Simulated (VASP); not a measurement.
A run of VASP 6.6.1 is set up as follows.

The input POSCAR:

```
AlRu
1.0
    2.9491427175      0.0000000000      0.0000000000
    0.0000000000      2.9491427175      0.0000000000
    0.0000000000      0.0000000000      2.9491427175
Ru Al
1 1
Direct
    0.0000000000      0.0000000000      0.0000000000
    0.5000000000      0.5000000000      0.5000000000
```

File INCAR.step1:

```
PREC     = Accurate       # precision mode
ENCUT    = 520            # plane-wave cutoff, eV
EDIFF    = 1E-5           # SCF threshold, eV
ISMEAR   = -1             # smearing method
SIGMA    = 0.1            # smearing width, eV
LREAL    = False          # projectors in reciprocal space
LASPH    = True           # aspherical terms in the spheres
NELM     = 60             # most SCF steps
ALGO     = Normal         # electronic algorithm
ISIF     = 2              # what is computed and relaxed
LWAVE    = True           # write WAVECAR
NBANDS   = 16             # bands
GGA      = PE             # functional
```

The input INCAR.step2:

```
PREC     = Accurate       # precision mode
ENCUT    = 520            # plane-wave cutoff, eV
EDIFF    = 1E-6           # SCF threshold, eV
ISMEAR   = -1             # smearing method
SIGMA    = 0.1            # smearing width, eV
LREAL    = False          # projectors in reciprocal space
LASPH    = True           # aspherical terms in the spheres
NELM     = 60             # most SCF steps
ALGO     = Normal         # electronic algorithm
ISIF     = 2              # what is computed and relaxed
LWAVE    = False          # write WAVECAR
LCHARG   = True           # write CHGCAR
GGA      = PE             # functional
LHFCALC  = True           # exact exchange
HFSCREEN = 0.2079         # screening, 1/A
PRECFOCK = Normal       
LELF     = True           # ELF
LVHAR    = True         
NBANDS   = 16             # bands
ISTART   = 1
```

The input KPOINTS:

```
regular mesh
0
Gamma
  4 4 4
```

Potentials or basis: VASP PAW PBE potentials, release 64 (Ru_pv, Al).

Run with:

```sh
$ cat potpaw_PBE.64/Ru_pv/POTCAR potpaw_PBE.64/Al/POTCAR > POTCAR
$ cp INCAR.step1 INCAR
$ mpirun -np 1 vasp_std > vasp.out
$ cp INCAR.step2 INCAR
$ mpirun -np 1 vasp_std > vasp.out
```

(1) Estimate the band gap on the k mesh.

(2) What does it give for the pressure?

Results:

(1) zero (an odd number of electrons rules out a gap without spin polarisation).

(2) 2.4 GPa.

Caveat: the k points lie up to 0.53 Å⁻¹ apart, too coarse for converged energies and pressures of a metal; the PAW data sets were made with another functional, which shifts forces and pressure a little.
